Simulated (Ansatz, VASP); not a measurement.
**Zr2AlN3 in VASP and in Ansatz**

```
CELL_PARAMETERS angstrom
3.38097 0.00000 0.00000
-1.69049 2.92801 0.00000
0.00000 0.00000 16.72436
ATOMIC_POSITIONS crystal
Zr 0.33333 0.66667 0.98410
Zr 0.33333 0.66667 0.34239
Zr 0.66667 0.33333 0.16476
Zr 0.66667 0.33333 0.51729
Al 0.33333 0.66667 0.67978
Al 0.66667 0.33333 0.81961
N 0.33333 0.66667 0.10763
N 0.33333 0.66667 0.47333
N 0.33333 0.66667 0.79413
N 0.66667 0.33333 0.29056
N 0.66667 0.33333 0.65230
N 0.66667 0.33333 0.93412
```

Alike in both runs: functional PBE; k mesh 6 × 6 × 1; occupations gaussian, width 0.1 eV; no spin polarisation.

Ansatz relaxed the structure, and its values are those at the end. VASP's run is a single point on that final structure, the one shown.

|  | VASP | Ansatz |
| --- | --- | --- |
| version | VASP 6.6.1 | Ansatz 0.2.0 |
| potentials or method | VASP PAW PBE potentials, release 64 (Zr_sv, Al, N), cutoff 520 eV | scalar-relativistic, plane waves, PAW |
| valence electrons in the cell | 84 | 84 |

```tsv
	VASP	Ansatz	Ansatz less VASP
gap on the k mesh at the Fermi level (eV)	none	none	-
pressure (GPa)	0.2	0.1	-0.07
rms of the force components (eV/Å)	0.006	0.005	-0.0009
```

A gap of «none» marks a metal or a gap that the smearing closes.

The k mesh is coarse, so the values compare programs but aren't converged.
